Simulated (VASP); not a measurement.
# ZrC (P6_3/mmc) in VASP: a series of runs, part 2 of 2

VASP 6.6.1. Earlier steps stand in the parts before.

## 4. Single point, r2SCAN

This run uses another cell than the first one, of 13.31 Å³/atom.

The input, POSCAR:

```
ZrC
1.0
    3.4027434449      0.0000000000      0.0000000000
   -1.7013717224      2.9468628956      0.0000000000
    0.0000000000      0.0000000000      5.3076280560
Zr C
2 2
Direct
    0.3333333333      0.6666666667      0.2500000000
    0.6666666667      0.3333333333      0.7500000000
    0.0000000000      0.0000000000      0.0000000000
    0.0000000000      0.0000000000      0.5000000000
```

The input, INCAR.step1:

```
SYSTEM = ZrC
PREC = Accurate
ENCUT = 520
ISMEAR = 1
SIGMA = 0.1
LREAL = .FALSE.
LASPH = .TRUE.
NELM = 60
NBANDS = 24
GGA = PE
ALGO = Normal
EDIFF = 1E-4
LWAVE = .TRUE.
LCHARG = .FALSE.
```

The input, INCAR.step2:

```
SYSTEM = ZrC
PREC = Accurate
ENCUT = 520
EDIFF = 1E-6
ISMEAR = 1
SIGMA = 0.1
LREAL = .FALSE.
LASPH = .TRUE.
NELM = 60
ALGO = Normal
ISIF = 2
LWAVE = .FALSE.
LCHARG = .FALSE.
METAGGA = R2SCAN
LMIXTAU = .TRUE.
NBANDS = 24
ISTART = 1
```

The input, KPOINTS:

```
regular mesh
0
G
  8 8 5
  0 0 0
```

Potentials or basis: VASP PAW PBE potentials, release 64 (Zr_sv, C).

Launch:

```
> cat potpaw_PBE.64/Zr_sv/POTCAR potpaw_PBE.64/C/POTCAR > POTCAR
> cp INCAR.step1 INCAR
> mpirun -np 1 vasp_std > vasp.out
> cp INCAR.step2 INCAR
> mpirun -np 1 vasp_std > vasp.out
```

OUTCAR:

```text
SYSTEM = ZrC
   PREC = Accurate
   ENCUT = 520
   EDIFF = 1E-6
   ISMEAR = 1
   LREAL = .FALSE.
   LASPH = .TRUE.
   NELM = 60
   ISIF = 2
   METAGGA = R2SCAN
   ISTART = 1

 ion  position               nearest neighbor table
   1  0.333  0.667  0.250-   3 2.37   4 2.37   3 2.37   4 2.37   3 2.37   4 2.37   2 3.30   2 3.30
                             2 3.30   2 3.30   2 3.30   2 3.30
   2  0.667  0.333  0.750-   3 2.37   4 2.37   3 2.37   4 2.37   3 2.37   4 2.37   1 3.30   1 3.30
                             1 3.30   1 3.30   1 3.30   1 3.30
   3  0.000  0.000  0.000-   1 2.37   2 2.37   2 2.37   1 2.37   2 2.37   1 2.37
[... 855 lines left out ...]
  -------------------------------------------------------------------------------------
  Total       -1.9292813     -1.9292822     -0.2991766     -0.0000000      0.0000000      0.0000000
  in kB      -58.0786524    -58.0786772     -9.0063459     -0.0000000      0.0000000      0.0000000
  external PRESSURE =     -41.7212252 kB  Pullay stress =       0.0000000 kB

 VOLUME and BASIS-vectors are now :
 -----------------------------------------------------------------------------
  energy-cutoff  :      520.00
  volume of cell :       53.22
      direct lattice vectors                 reciprocal lattice vectors
     3.402743445  0.000000000  0.000000000     0.293880516  0.169671959  0.000000000
    -1.701371722  2.946862896  0.000000000     0.000000000  0.339343918  0.000000000
     0.000000000  0.000000000  5.307628056     0.000000000  0.000000000  0.188408078

 POSITION                                       TOTAL-FORCE (eV/Angst)
 -----------------------------------------------------------------------------------
     -0.00000      1.96458      1.32691         0.000000     -0.000000      0.000000
      1.70137      0.98229      3.98072        -0.000000      0.000000      0.000000
      0.00000      0.00000      0.00000        -0.000000      0.000000      0.000000
      0.00000      0.00000      2.65381        -0.000000      0.000000      0.000000
 -----------------------------------------------------------------------------------
    total drift:                               -0.000000      0.000000     -0.000000

  FREE ENERGIE OF THE ION-ELECTRON SYSTEM (eV)
  ---------------------------------------------------
  free  energy   TOTEN  =       -68.6099557180 eV

  energy  without entropy=      -68.6081344901  energy(sigma->0) =      -68.60934864
```

OUTCAR.step1:

```text
SYSTEM = ZrC
   PREC = Accurate
   ENCUT = 520
   ISMEAR = 1
   LREAL = .FALSE.
   LASPH = .TRUE.
   NELM = 60
[... 881 lines left out ...]
      1.70137      0.98229      3.98072        -0.000000      0.000000      0.000000
      0.00000      0.00000      0.00000         0.000000      0.000000      0.000000
      0.00000      0.00000      2.65381         0.000000      0.000000      0.000000
 -----------------------------------------------------------------------------------
    total drift:                               -0.000000      0.000000     -0.000000

  FREE ENERGIE OF THE ION-ELECTRON SYSTEM (eV)
  ---------------------------------------------------
  free  energy   TOTEN  =       -38.2187550191 eV

  energy  without entropy=      -38.2169123096  energy(sigma->0) =      -38.21814078
```

Wall time 3.5 min (1 thread of Intel Xeon 8259CL, shared host); peak memory 0.19 GiB.

Results:

| Property | Result |
| --- | --- |
| Free energy | -68.6100 eV |
| Pressure | -4.2 GPa |
| Band gap on the k mesh | zero (bands 16 and 17 overlap by 1.21 eV) |

Levels at points of the mesh, in eV from the Fermi level:
| k point | band 12 | band 13 | band 14 | band 15 | band 16 | band 17 | band 18 | band 19 | band 20 | band 21 |
| --- | --- | --- | --- | --- | --- | --- | --- | --- | --- | --- |
| (0.00, 0.00, 0.00) | -2.96 | -2.96 | -1.24 | -1.24 | 1.18 | 1.42 | 1.42 | 1.79 | 1.79 | 2.49 |
| (0.50, 0.00, 0.00) | -3.65 | -3.36 | -3.02 | -1.41 | -0.94 | 1.58 | 4.32 | 4.42 | 4.49 | 4.83 |

Caveat: the cell stands under tension; the PAW data sets were made with another functional, which shifts forces and pressure a little.

## 5. Single point, r2SCAN

This run uses another cell than the first one, of 13.70 Å³/atom.

The input, POSCAR:

```
ZrC
1.0
    3.4361058022      0.0000000000      0.0000000000
   -1.7180529011      2.9757555508      0.0000000000
    0.0000000000      0.0000000000      5.3596669437
Zr C
2 2
Direct
    0.3333333333      0.6666666667      0.2500000000
    0.6666666667      0.3333333333      0.7500000000
    0.0000000000      0.0000000000      0.0000000000
    0.0000000000      0.0000000000      0.5000000000
```

The input, INCAR.step1:

```
SYSTEM = ZrC
ALGO = Normal
EDIFF = 1E-4
ENCUT = 520
GGA = PE
ISMEAR = 1
LASPH = .TRUE.
LCHARG = .FALSE.
LREAL = .FALSE.
LWAVE = .TRUE.
NBANDS = 24
NELM = 80
PREC = Accurate
SIGMA = 0.1
```

The input, INCAR.step2:

```
SYSTEM = ZrC
ALGO = Normal
EDIFF = 1E-6
ENCUT = 520
ISIF = 2
ISMEAR = 1
ISTART = 1
LASPH = .TRUE.
LCHARG = .TRUE.
LELF = .TRUE.
LMIXTAU = .TRUE.
LREAL = .FALSE.
LVHAR = .TRUE.
LWAVE = .FALSE.
METAGGA = R2SCAN
NBANDS = 24
NELM = 80
PREC = Accurate
SIGMA = 0.1
```

The input, KPOINTS:

```
k-points
0
G
  8 8 5
  0 0 0
```

Launch:

```
> cat potpaw_PBE.64/Zr_sv/POTCAR potpaw_PBE.64/C/POTCAR > POTCAR
> cp INCAR.step1 INCAR
> mpirun -np 1 vasp_std > vasp.out
> cp INCAR.step2 INCAR
> mpirun -np 1 vasp_std > vasp.out
```

Run time: 3.4 min. Hardware: 1 thread of Intel Xeon 8259CL, shared host; peak memory 0.2 GiB.

It converged, with:

* Free energy: -68.5401 eV
* Pressure: -9.9 GPa
* Band gap on the k mesh: zero (bands 16 and 17 overlap by 1.17 eV)

Stress tensor (GPa, compression positive):
```
-11.67   0.00   0.00
  0.00 -11.67   0.00
  0.00   0.00  -6.48
```

Levels at points of the mesh, in eV from the Fermi level:
```
           k point  band 14  band 15  band 16  band 17  band 18  band 19
(0.00, 0.00, 0.00)    -1.21    -1.21     1.15     1.37     1.37     1.72
(0.50, 0.00, 0.00)    -3.01    -1.38    -0.98     1.51     4.16     4.23
```

Caveat: the cell stands under tension; the PAW data sets were made with another functional, which shifts forces and pressure a little.

## 6. Single point, r2SCAN

This run uses another cell than the first one, of 14.10 Å³/atom.

The input, POSCAR:

```
ZrC
1.0
    3.4688325891      0.0000000000      0.0000000000
   -1.7344162945      3.0040977856      0.0000000000
    0.0000000000      0.0000000000      5.4107144630
Zr C
2 2
Direct
    0.3333333333      0.6666666667      0.2500000000
    0.6666666667      0.3333333333      0.7500000000
    0.0000000000      0.0000000000      0.0000000000
    0.0000000000      0.0000000000      0.5000000000
```

The input, INCAR.step1:

```
PREC = Accurate
ENCUT = 520
ISMEAR = 1
SIGMA = 0.1
LREAL = F
LASPH = T
NELM = 100
NBANDS = 24
GGA = PE
ALGO = Normal
EDIFF = 1E-4
LWAVE = T
LCHARG = F
```

The input, INCAR.step2:

```
PREC = Accurate
ENCUT = 520
EDIFF = 1E-6
ISMEAR = 1
SIGMA = 0.1
LREAL = F
LASPH = T
NELM = 100
ALGO = Normal
ISIF = 2
LWAVE = F
LCHARG = T
METAGGA = R2SCAN
LMIXTAU = T
LELF = T
LVHAR = T
NBANDS = 24
ISTART = 1
```

The input, KPOINTS:

```
Automatic mesh
0
Gamma
  8 8 5
```

Potentials or basis: VASP PAW PBE potentials, release 64 (Zr_sv, C).

Launch:

```
> cat potpaw_PBE.64/Zr_sv/POTCAR potpaw_PBE.64/C/POTCAR > POTCAR
> cp INCAR.step1 INCAR
> mpirun -np 1 vasp_std > vasp.out
> cp INCAR.step2 INCAR
> mpirun -np 1 vasp_std > vasp.out
```

Wall time 3.7 min (1 thread of Intel Xeon 8259CL, shared host); peak memory 0.2 GiB.

It converged, with:

| Item | Value |
| --- | --- |
| Free energy | -68.4176 eV |
| Pressure | -14.9 GPa |
| Band gap on the k mesh | zero (bands 16 and 17 overlap by 1.13 eV) |

Stress tensor (GPa, compression positive):
```
-16.68   0.00   0.00
  0.00 -16.68   0.00
  0.00   0.00 -11.30
```

Levels at points of the mesh, in eV from the Fermi level:
```tsv
k point	band 14	band 15	band 16	band 17	band 18	band 19
(0.00, 0.00, 0.00)	-1.18	-1.18	1.11	1.33	1.33	1.66
(0.50, 0.00, 0.00)	-2.98	-1.36	-1.00	1.44	4.01	4.06
```

Caveat: the cell stands under tension; the PAW data sets were made with another functional, which shifts forces and pressure a little.

## 7. Summary

| cell | gap on the mesh (eV) | pressure (GPa) |
| --- | --- | --- |
| a = 3.334, b = 3.334, c = 5.200 Å, angles 90.0, 90.0, 120.0°, 4 atoms | none | 10.4 |
| a = 3.369, b = 3.369, c = 5.255 Å, angles 90.0, 90.0, 120.0°, 4 atoms | none | 2.5 |
| a = 3.403, b = 3.403, c = 5.308 Å, angles 90.0, 90.0, 120.0°, 4 atoms | none | -4.2 |
| a = 3.436, b = 3.436, c = 5.360 Å, angles 90.0, 90.0, 120.0°, 4 atoms | none | -9.9 |
| a = 3.469, b = 3.469, c = 5.411 Å, angles 90.0, 90.0, 120.0°, 4 atoms | none | -14.9 |

Alike in all rows: task single point; level r2SCAN; potentials or basis VASP PAW PBE potentials, release 64 (Zr_sv, C); no spin polarisation; k mesh 8 × 8 × 5; cutoff (eV) 520; smearing methfessel-paxton 0.1 eV.

Caveats: the PAW data sets were made with another functional, which shifts forces and pressure a little; the cell stands under tension (at least some runs); the cell stands under pressure (at least some runs).

Total energies depend on the potentials used, so only differences within one code and one set of settings carry meaning.
